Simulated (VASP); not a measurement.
P: relaxation of cell and atoms with PBEsol

Crystal: P.

```
P
1.0
     2.41957    0.00000    0.00000
     0.00000    2.41957    0.00000
     0.00000    0.00000    2.41962
P
1
Cartesian
  0.0000 0.0000 0.0000
```

```json
{"Program": "VASP 6.6.1", "Task": "relaxation of cell and atoms", "Functional": "PBEsol", "Potentials or basis": "VASP PAW PBE potentials, release 64 (P)", "Cutoff": "600 eV", "k mesh": "18 × 18 × 18", "Occupations": "gaussian, width 0.1 eV", "Spin": "no spin polarisation", "Dipole correction": "no", "Further INCAR settings": "ALGO = Normal; EDIFF = 1e-07; IBRION = 2; EDIFFG = -0.005; NSW = 100; ISIF = 3"}
```

```
Relaxed volume                         : 14.22 Å³/atom
Relaxed cell                           : a = 2.422 Å, b = 2.422 Å, c = 2.422 Å, α = 90.00°, β = 90.00°, γ = 90.00°
Space group after relaxing (to 0.05 Å) : Pm-3m (No. 221)
Energy gained by relaxing              : 0.1 meV/atom
Ionic steps                            : 3
Pressure after relaxing                : 0.0 GPa
```

Final structure:
```cif
data_structure
_symmetry_space_group_name_H-M 'P 1'
_symmetry_Int_Tables_number 1
_cell_length_a 2.4225
_cell_length_b 2.4225
_cell_length_c 2.4225
_cell_angle_alpha 90.000
_cell_angle_beta 90.000
_cell_angle_gamma 90.000
_cell_volume 14.22
loop_
_atom_site_label
_atom_site_type_symbol
_atom_site_fract_x
_atom_site_fract_y
_atom_site_fract_z
_atom_site_occupancy
P1 P 0.00000 0.00000 0.00000 1
```

Levels at points of the mesh, in eV from the Fermi level:
```tsv
k point	band 1	band 2	band 3	band 4	band 5	band 6
(0.00, 0.00, 0.00)	-16.68	5.22	5.22	5.22	6.89	6.89
(0.50, 0.00, 0.00)	-12.20	-8.84	8.16	8.16	9.54	14.55
(0.50, 0.50, 0.00)	-7.35	-5.31	-5.31	0.81	10.87	17.18
(0.00, 0.00, 0.50)	-12.20	-8.84	8.16	8.16	9.54	14.55
(0.50, 0.00, 0.50)	-7.35	-5.31	-5.31	0.81	10.87	17.18
(0.50, 0.50, 0.50)	-2.11	-2.11	-2.11	-1.27	4.64	4.64
```

It took 44 s on 1 thread of Intel(R) Xeon(R) Platinum 8259CL CPU @ 2.50GHz (Skylake/Cascade Lake), with other jobs on the host, peak memory 0.16 GiB.

Caveat: the PAW data sets were made with another functional, which shifts forces and pressure a little. Zero-point motion and thermal expansion aren't in these numbers.
